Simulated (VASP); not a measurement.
Wanted: the native input for a VASP 6.6.1 run.

```
Task                   : relaxation of cell and atoms
Functional             : PBE
Potentials or basis    : VASP PAW PBE potentials, release 64 (Si, O_h)
Cutoff                 : 910 eV
k mesh                 : 4 × 4 × 6
Occupations            : gaussian, width 0.1 eV
Spin                   : no spin polarisation
Dipole correction      : no
Further INCAR settings : ALGO = Normal; EDIFF = 1e-07; IBRION = 2; EDIFFG = -0.04; NSW = 90; ISIF = 3
```

The structure of Si3O2 lies in POSCAR:

```
Si3O2
1.0
    4.5012169400      0.0000000000      0.0000000000
    0.0000000000      4.5012169400      0.0000000000
    0.0000000000      0.0000000000      3.3357033900
Si O
3 2
Direct
    0.5000000000      0.5000000000      0.4793932500
    0.5000000000      0.5000000000      0.9783680900
    0.0000000000      0.0000000000      0.5312098000
    0.5000000000      0.0000000000      0.4168319800
    0.0000000000      0.5000000000      0.4168319800
```

The cell was built from a structure type or drawn by symmetry, and may not be a known phase.

The input as run:

INCAR

```
PREC = Accurate ; ENCUT = 910
EDIFF = 1E-7 ; ISMEAR = 0
SIGMA = 0.1 ; LREAL = F
LASPH = T ; NELM = 120
ALGO = Normal ; ISIF = 3
LWAVE = F ; LCHARG = F
GGA = PE ; IBRION = 2
NSW = 90 ; EDIFFG = -0.04
GGA_COMPAT = F ; NELMIN = 4
```

KPOINTS

```
regular mesh
0
Gamma
  4 4 6
```

Potentials or basis: VASP PAW PBE potentials, release 64 (Si, O_h).

Launch:

```sh
$ cat potpaw_PBE.64/Si/POTCAR potpaw_PBE.64/O_h/POTCAR > POTCAR
$ mpirun -np 1 vasp_std > vasp.out
```

It gave:

- Relaxed volume: 11.50 Å³/atom
- Relaxed cell: a = 3.442 Å, b = 3.442 Å, c = 4.854 Å, α = 90.00°, β = 90.00°, γ = 90.00°
- Space group after relaxing (to 0.1 Å): P4mm (No. 99)
- Energy gained by relaxing: 2642.5 meV/atom
- Ionic steps: 35
- Pressure after relaxing: 0.0 GPa
- Largest force after relaxing: 0.021 eV/Å
- Band gap on the k mesh: zero (bands 12 and 13 overlap by 4.36 eV)

Caveat: the cutoff is under 1.25 times the usual one of these potentials, so pressure, stress and relaxed cells hold a basis-set (Pulay) error; a cell axis changed by over 15 % at a fixed basis, so the end point is rough.

Run time: 11 min on 1 thread of Intel(R) Xeon(R) 6975P-C (Granite Rapids), on a shared host, peak memory 0.31 GiB.
